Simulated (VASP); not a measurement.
Wanted: the native input for a VASP 6.6.1 run.

```yaml
Task: single point
Functional: PBE
Potentials_or_basis: VASP PAW PBE potentials, release 64 (C)
Cutoff: 520 eV
k_mesh: 10 × 10 × 2
Occupations: gaussian, width 0.05 eV
Spin: no spin polarisation
Dipole_correction: no
Further_INCAR_settings: ALGO = Normal; EDIFF = 1e-07; NBANDS = 36
```

The structure of C lies in POSCAR:

```
C
1.0
    1.7834000000     -1.7834000000      0.0000000000
    1.7834000000      0.0000000000     -1.7834000000
   10.1058144400      5.6474927800      5.6474927800
C
12
Direct
    0.4409534733      0.4409534733      0.2708666667
   -0.0868298600     -0.0868298600      0.1042000000
   -0.0312631933     -0.0312631933      0.4375333333
    0.0243034733      0.0243034733      0.7708666667
    0.4965201400      0.4965201400      0.6042000000
   -0.4479131933     -0.4479131933      0.9375333333
    0.3367909733      0.3367909733      0.3958666667
    0.8090076400      0.8090076400      0.2292000000
   -0.1354256933     -0.1354256933      0.5625333333
   -0.0798590267     -0.0798590267      0.8958666667
   -0.6076423600     -0.6076423600      0.7292000000
    0.2812243067      0.2812243067      0.0625333333
```

This cell differs from its parent crystal: the part above a cut slid along it.

One way to write it, as run:

INCAR

```
SYSTEM = C
PREC = Accurate ; ENCUT = 520
EDIFF = 1E-7 ; ISMEAR = 0
SIGMA = 0.05 ; LREAL = .False.
LASPH = .True. ; NELM = 100
ALGO = Normal ; ISIF = 2
LWAVE = .False. ; LCHARG = .False.
GGA = PE ; NBANDS = 36
```

KPOINTS

```
regular mesh
0
Gamma
  10 10 2
  0 0 0
```

Potentials or basis: VASP PAW PBE potentials, release 64 (C).

Run with:

```sh
$ cat potpaw_PBE.64/C/POTCAR > POTCAR
$ mpirun -np 1 vasp_std > vasp.out
```

It gave:

```yaml
Pressure: 2.9 GPa
Largest_force: 4.657 eV/Å
Band_gap_on_the_k_mesh: 0.79 eV (least direct gap 2.55 eV)
```

Caveat: the cell differs from its parent crystal (the part above a cut slid along it); the stress differs along the axes, from -5 to 18 GPa; semilocal functionals underestimate gaps, and a narrow one can read as zero; forces of over 1 eV/Å act on the atoms, so gaps and moduli don't describe the material at rest.

Wall time 4 min on 1 thread of Intel Xeon 8259CL, on a shared host, peak memory 0.24 GiB.
